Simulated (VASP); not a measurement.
MgF2 (Sellaite):

```
Mg F
1.0
     4.62202    0.00000    0.00000
     0.00000    4.62202    0.00000
     0.00000    0.00000    3.04611
Mg F
2 4
Direct
  0.00000 0.00000 0.00000
  0.50000 0.50000 0.50000
  0.30295 0.30295 0.00000
  0.19705 0.80295 0.50000
  0.69705 0.69705 0.00000
  0.80295 0.19705 0.50000
```

Base run:

```yaml
Program: VASP 6.6.1
Functional: r2SCAN
Potentials_or_basis: VASP PAW PBE potentials, release 64 (Mg, F)
Cutoff: 660 eV
k_mesh: 4 × 4 × 6
Occupations: gaussian, width 0.01 eV
Spin: no spin polarisation
```

Its results: band gap on the k mesh 8.03 eV, direct; pressure -1.5 GPa; largest force 0.007 eV/Å.

Question: The run is repeated on the same cell with these changes: functional from r2SCAN to PBE; cutoff from 660 eV to 600 eV. What comes out?

Answer: Band gap on the k mesh 7.12 eV, direct; pressure 3.9 GPa; largest force 0.026 eV/Å.

r2SCAN gives the wider gap, since meta-GGAs in the generalised Kohn-Sham scheme recover part of the derivative discontinuity.

Caveats: the PAW data sets were made with another functional, which shifts forces and pressure a little (some runs).

